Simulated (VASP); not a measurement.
# HfN (Immm) in VASP: a series of runs, part 2 of 2

VASP 6.6.1. Earlier steps stand in the parts before.

## (3) Single point, PBE (strain +0.1312 x Voigt [0, 0, 0, 0, 1, 0])

Contents of INCAR:

```
ALGO = Normal
EDIFF = 1E-7
ENCUT = 520
GGA = PE
ISIF = 2
ISMEAR = 0
LASPH = T
LCHARG = T
LELF = T
LREAL = F
LVHAR = T
LWAVE = F
NBANDS = 14
NELM = 80
PREC = Accurate
SIGMA = 0.15
```

Contents of KPOINTS:

```
k-points
0
Gamma
  22 22 22
```

Contents of POSCAR:

```
HfN
1.0
    0.1491676145      2.2738965619      2.2738965619
    2.4230641764      0.0000000000      2.4230641764
    2.2738965619      2.2738965619      0.1491676145
Hf N
1 1
Direct
    0.0000000000      0.0000000000      0.0000000000
    0.5000000000      0.5000000000      0.5000000000
```

Potentials or basis: VASP PAW PBE potentials, release 64 (Hf_pv, N).

Started as:

```console
$ cat potpaw_PBE.64/Hf_pv/POTCAR potpaw_PBE.64/N/POTCAR > POTCAR
$ mpirun -np 1 vasp_std > vasp.out
```

Run time: 11 min. Hardware: 1 thread of AMD EPYC 7R13, shared host; peak memory 0.57 GiB.

Results (log left out):

| Item | Value |
| --- | --- |
| Free energy | -21.6013 eV |
| Pressure | -0.8 GPa |
| Band gap on the k mesh | zero (an odd number of electrons rules out a gap without spin polarisation) |

Stress tensor (GPa, compression positive):
```
  0.79   0.00 -17.33
  0.00  -3.84   0.00
-17.33   0.00   0.79
```

Levels at points of the mesh, in eV from the Fermi level:
| k point | band 3 | band 4 | band 5 | band 6 | band 7 | band 8 | band 9 | band 10 | band 11 | band 12 |
| --- | --- | --- | --- | --- | --- | --- | --- | --- | --- | --- |
| (0.00, 0.00, 0.00) | -30.99 | -17.26 | -3.11 | -2.89 | -2.39 | -1.14 | -0.85 | 0.88 | 1.93 | 2.28 |
| (0.50, 0.00, 0.00) | -31.23 | -14.51 | -8.55 | -6.63 | -5.84 | 2.79 | 3.44 | 4.41 | 5.60 | 8.89 |
| (0.00, 0.50, 0.00) | -31.08 | -14.74 | -8.72 | -6.01 | -4.99 | 1.67 | 3.92 | 4.22 | 4.78 | 8.20 |
| (0.50, 0.50, 0.00) | -31.37 | -16.09 | -5.31 | -3.61 | -3.53 | -3.50 | 3.64 | 4.96 | 5.36 | 5.67 |
| (0.50, 0.00, 0.50) | -31.22 | -16.18 | -5.28 | -3.96 | -3.68 | -2.94 | 4.31 | 5.54 | 5.59 | 5.61 |

Caveat: the cell differs from its parent crystal (strain +0.1312 x Voigt [0, 0, 0, 0, 1, 0]); spin-orbit coupling is left out, which moves the levels of the heavy elements.

## (4) Single point, PBE (strain +0.1125 x Voigt [0, 0, 0, 0, 1, 0])

Contents of INCAR:

```
  PREC = Accurate
  ENCUT = 520
  EDIFF = 1E-6
  ISMEAR = 0
  SIGMA = 0.15
  LREAL = False
  LASPH = True
  NELM = 100
  ALGO = Normal
  ISIF = 2
  LWAVE = False
  LCHARG = True
  GGA = PE
  LELF = True
  LVHAR = True
  NBANDS = 14
```

Contents of KPOINTS:

```
Automatic mesh
0
Gamma
  22 22 22
```

Contents of POSCAR:

```
HfN
1.0
    0.1279066816      2.2738965619      2.2738965619
    2.4018032435      0.0000000000      2.4018032435
    2.2738965619      2.2738965619      0.1279066816
Hf N
1 1
Direct
    0.0000000000      0.0000000000      0.0000000000
    0.5000000000      0.5000000000      0.5000000000
```

Potentials or basis: VASP PAW PBE potentials, release 64 (Hf_pv, N).

Started as:

```console
$ cat potpaw_PBE.64/Hf_pv/POTCAR potpaw_PBE.64/N/POTCAR > POTCAR
$ mpirun -np 1 vasp_std > vasp.out
```

OUTCAR:

```text
PREC = Accurate
   ENCUT = 520
   EDIFF = 1E-6
   ISMEAR = 0
   LREAL = False
   LASPH = True
   NELM = 100
   ISIF = 2
   GGA = PE

 ion  position               nearest neighbor table
   1  0.000  0.000  0.000-   2 2.27   2 2.27   2 2.28   2 2.28   2 2.28   2 2.28
   2  0.500  0.500  0.500-   1 2.27   1 2.27   1 2.28   1 2.28   1 2.28   1 2.28

  LATTYP: Found a body centered orthorhombic cell.
 ALAT       =     3.0348879934
 B/A-ratio  =     1.1192052980
 C/A-ratio  =     1.4985044369

  Lattice vectors:

 A1 = (   0.1279066816,  -2.2738965619,   2.2738965619)
 A2 = (  -0.1279066816,  -2.2738965619,  -2.2738965619)
 A3 = (   2.2738965619,   2.2738965619,   0.1279066816)

Analysis of symmetry for initial positions (statically):
=====================================================================
 Subroutine PRICEL returns:
 Original cell was already a primitive cell.

 Routine SETGRP: Setting up the symmetry group for a
 body centered orthorhombic supercell.

 Subroutine GETGRP returns: Found  8 space group operations
 (whereof  8 operations were pure point group operations)
 out of a pool of  8 trial point group operations.

[... 176 lines left out ...]
      6       5.2170      2.00000
      7       5.6230      2.00000
      8       7.0857      2.00000
      9       7.3892      2.00000
     10       8.8201      0.00000
     11      10.0257      0.00000
     12      10.3226      0.00000
     13      10.5134      0.00000
     14      17.8849      0.00000
[... 377 lines left out ...]
      1     -23.9537      2.00000
      2     -23.1373      2.00000
      3     -23.1284      2.00000
      4      -6.4719      2.00000
      5      -0.3958      2.00000
      6       1.5911      2.00000
      7       2.2720      2.00000
      8      10.7811      0.00000
      9      11.4132      0.00000
     10      12.7714      0.00000
     11      13.4649      0.00000
     12      16.8607      0.00000
     13      17.0589      0.00000
     14      19.5946      0.00000

 [... further k-points ...]

------------------------ aborting loop because EDIFF is reached ----------------------------------------

  FORCE on cell =-STRESS in cart. coord.  units (eV):
  Direction    XX          YY          ZZ          XY          YZ          ZX
  --------------------------------------------------------------------------------------
  -------------------------------------------------------------------------------------
  Total       -0.0090092     -0.4963302     -0.0090092      0.0000000      0.0000000     -2.1264215
  in kB       -0.6157856    -33.9246564     -0.6157856      0.0000000      0.0000000   -145.3430046
  external PRESSURE =     -11.7187425 kB  Pullay stress =       0.0000000 kB

 VOLUME and BASIS-vectors are now :
 -----------------------------------------------------------------------------
  energy-cutoff  :      520.00
  volume of cell :       23.44
      direct lattice vectors                 reciprocal lattice vectors
     0.127906682  2.273896562  2.273896562    -0.232992711  0.219886871  0.232992711
     2.401803243  0.000000000  2.401803243     0.208176919 -0.219886871  0.208176919
     2.273896562  2.273896562  0.127906682     0.232992711  0.219886871 -0.232992711

 POSITION                                       TOTAL-FORCE (eV/Angst)
 -----------------------------------------------------------------------------------
      0.00000      0.00000      0.00000         0.000000     -0.000000     -0.000000
      2.40180      2.27390      2.40180        -0.000000      0.000000      0.000000
 -----------------------------------------------------------------------------------
    total drift:                                0.000000     -0.000000     -0.000000

  FREE ENERGIE OF THE ION-ELECTRON SYSTEM (eV)
  ---------------------------------------------------
  free  energy   TOTEN  =       -21.6450628447 eV

  energy  without entropy=      -21.6389700991  energy(sigma->0) =      -21.64201647
```

It took 11 min on 1 thread of AMD EPYC 7R13, shared host; peak memory 0.57 GiB.

Results:

| Property | Result |
| --- | --- |
| Free energy | -21.6451 eV |
| Pressure | -1.2 GPa |
| Band gap on the k mesh | zero (an odd number of electrons rules out a gap without spin polarisation) |

Caveat: the cell differs from its parent crystal (strain +0.1125 x Voigt [0, 0, 0, 0, 1, 0]); spin-orbit coupling is left out, which moves the levels of the heavy elements.

## (5) Summary

```tsv
cell	gap on the mesh (eV)	pressure (GPa)
a = 3.220, b = 2.975 Å, angles 62.5, 64.9, 62.5°, 2 atoms	none	-0.3
a = 3.219, b = 3.427 Å, angles 57.8, 55.6, 57.8°, 2 atoms	none	-0.8
a = 3.218, b = 3.397 Å, angles 58.1, 56.3, 58.1°, 2 atoms	none	-1.2
```

Alike in all rows: task single point; level PBE; potentials or basis VASP PAW PBE potentials, release 64 (Hf_pv, N); no spin polarisation; k mesh 22 × 22 × 22; cutoff (eV) 520; smearing gaussian 0.15 eV.

Caveats: spin-orbit coupling is left out, which moves the levels of the heavy elements.

Absolute energies hang on the potentials; compare differences alone.
